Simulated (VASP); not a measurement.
# TiTe2: single point with PBEsol

The system is TiTe2.

```xyz
3
Lattice="3.7770 0.0000 0.0000 -1.8885 3.2710 0.0000 0.0000 0.0000 6.4980" Properties=species:S:1:pos:R:3 pbc="T T T"
Te    0.0000    2.1807    4.7903
Te    1.8885    1.0903    1.7077
Ti    0.0000    0.0000    0.0000
```

```json
{
  "Program": "VASP 6.6.1",
  "Task": "single point",
  "Functional": "PBEsol",
  "Potentials or basis": "VASP PAW PBE potentials, release 64 (Te, Ti_sv)",
  "Cutoff": "520 eV",
  "k mesh": "12 × 12 × 6",
  "Occupations": "gaussian, width 0.02 eV",
  "Spin": "no spin polarisation",
  "Dipole correction": "no",
  "Further INCAR settings": "ALGO = Normal; EDIFF = 1e-07; NBANDS = 19"
}
```

```json
{"Pressure": "-2.2 GPa", "Largest force": "0.090 eV/Å", "Band gap on the k mesh": "zero (bands 12 and 13 overlap by 0.68 eV)"}
```

Forces in eV/Å, atoms in the order of the input:
```
Te   0.000  0.000  0.090
Te   0.000  0.000 -0.090
Ti   0.000  0.000  0.000
```

Stress tensor (GPa, compression positive):
```
-2.59  0.00  0.00
 0.00 -2.59  0.00
 0.00  0.00 -1.52
```

Levels at points of the mesh, in eV from the Fermi level:
| k point | band 10 | band 11 | band 12 | band 13 | band 14 | band 15 |
| --- | --- | --- | --- | --- | --- | --- |
| (0.00, 0.00, 0.00) | 0.30 | 0.35 | 0.35 | 0.56 | 1.05 | 1.05 |
| (0.50, 0.00, 0.00) | -2.44 | -1.77 | -1.17 | -0.02 | 1.10 | 1.43 |
| (0.00, 0.00, 0.50) | -1.63 | 0.34 | 0.34 | 0.73 | 0.73 | 0.98 |
| (0.50, 0.00, 0.50) | -2.05 | -1.00 | -0.64 | -0.32 | 1.10 | 1.41 |

Run time: 3.2 min on 1 thread of Intel Xeon 8259CL, on a shared host, peak memory 0.29 GiB.

Caveat: the PAW data sets were made with another functional, which shifts forces and pressure a little; spin-orbit coupling is left out, which moves the levels of the heavy elements; this functional lacks dispersion, which binds the layers, so the pressure and a relaxed spacing across them are unreliable.
